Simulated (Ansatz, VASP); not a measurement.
Se: VASP beside Ansatz

File INCAR:

```
ALGO = Normal ; EDIFF = 1E-6
ENCUT = 520 ; GGA = RP
ISIF = 2 ; ISMEAR = -1
LASPH = T ; LCHARG = F
LREAL = F ; LWAVE = F
NBANDS = 16 ; NELM = 80
PREC = Accurate ; SIGMA = 0.1
```

KPOINTS

```
k-points
0
Gamma
  9 9 10
```

POSCAR

```
Se
1.0
    4.5806177904      0.0000000000      0.0000000000
   -2.2903088952      3.9669313715      0.0000000000
    0.0000000000      0.0000000000      3.3612922453
Se
3
Direct
    1.0000000000      0.0000000000      0.0000000000
    0.3333333333      0.6666666667      0.5000000000
    0.6666666667      0.3333333333      0.5000000000
```

Input for Ansatz:

```yaml
crystal:
  lattice:
    - [4.5806177904, 0.0, 0.0]
    - [-2.2903088952, 3.9669313715, 0.0]
    - [0.0, 0.0, 3.3612922453]
  atoms:
    - { symbol: Se, position: [1.0, 0.0, 0.0] }
    - { symbol: Se, position: [0.3333333333, 0.6666666667, 0.5] }
    - { symbol: Se, position: [0.6666666667, 0.3333333333, 0.5] }
hamiltonian:
  xc: rpbe
  pseudopotentials:
    kind: paw
    azcp:
      Se: "pseudopotentials/Se.paw.azcp"
basis:
  ecutwfc: 420
  fft_grid_basis: typed
kpoints:
  mp_grid: { grid: [9, 9, 10], shift: [0, 0, 0] }
magnetization:
  spin_polarized: false
scf:
  occupations: { method: fermi_dirac, width: 0.1 }
  lower_state_search: "off"
output:
  stress: true
```

Alike in both runs: task single point; functional RPBE; k mesh 9 × 9 × 10; occupations fermi-dirac, width 0.1 eV; no spin polarisation.

|  | VASP | Ansatz |
| --- | --- | --- |
| version | VASP 6.6.1 | Ansatz 0.2.0 |
| potentials or method | VASP PAW PBE potentials, release 64 (Se), cutoff 520 eV | plane waves (420 eV) with PAW, scalar-relativistic |
| valence electrons in the cell | 18 | 48 |

Ansatz gave:

* pressure (GPa): 5.9
* traceless stress, the component that is largest in VASP (GPa): -1.78

Q: Which values does VASP return?

A: Pressure (GPa): 5.9; traceless stress, the component that is largest in VASP (GPa): -1.77.

VASP's potentials were made for PBE, not for RPBE. VASP's potentials hold 18 valence electrons a cell and Ansatz's 48, so a difference there can come from the potentials and not from the codes.
